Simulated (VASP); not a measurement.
# SrTe: vibrations by perturbation theory with PBE

Crystal: SrTe.

```
CELL_PARAMETERS angstrom
0.00000 3.35925 3.35925
3.35925 0.00000 3.35925
3.35925 3.35925 0.00000
ATOMIC_POSITIONS crystal
Sr 0.00000 0.00000 0.00000
Te 0.50000 0.50000 0.50000
```

```
Program                : VASP 6.6.1
Task                   : vibrations by perturbation theory
Functional             : PBE
Potentials or basis    : VASP PAW PBE potentials, release 64 (Sr_sv, Te)
Cutoff                 : 500 eV
k mesh                 : 8 × 8 × 8
Occupations            : gaussian, width 0.01 eV
Spin                   : no spin polarisation
Dipole correction      : no
Further INCAR settings : ALGO = Normal; EDIFF = 1e-08; IBRION = 8; NSW = 1
```

```
Electronic dielectric tensor (diagonal)                 : 5.97
Born charges (mean of the diagonal)                     : Sr +2.42; Te -2.42 e
Highest phonon frequency at Γ, LO-TO splitting left out : 111 cm⁻¹
```

Phonon frequencies in cm⁻¹ (negative: imaginary):
| q point | frequencies |
| --- | --- |
| (0.000, 0.000, 0.000) | 0 0 0 111 111 111 |

Electronic dielectric tensor:
```
5.97 0.00 0.00
0.00 5.97 0.00
0.00 0.00 5.97
```

Born effective charge tensors (e):
atom 1, Sr
```
2.42 0.00 0.00
0.00 2.42 0.00
0.00 0.00 2.42
```
atom 2, Te
```
-2.42  0.00  0.00
 0.00 -2.42  0.00
 0.00  0.00 -2.42
```

It took 27 min on 1 thread of AMD EPYC 7R43 64-Core Processor (Zen 3) (shared host), peak memory 0.31 GiB.
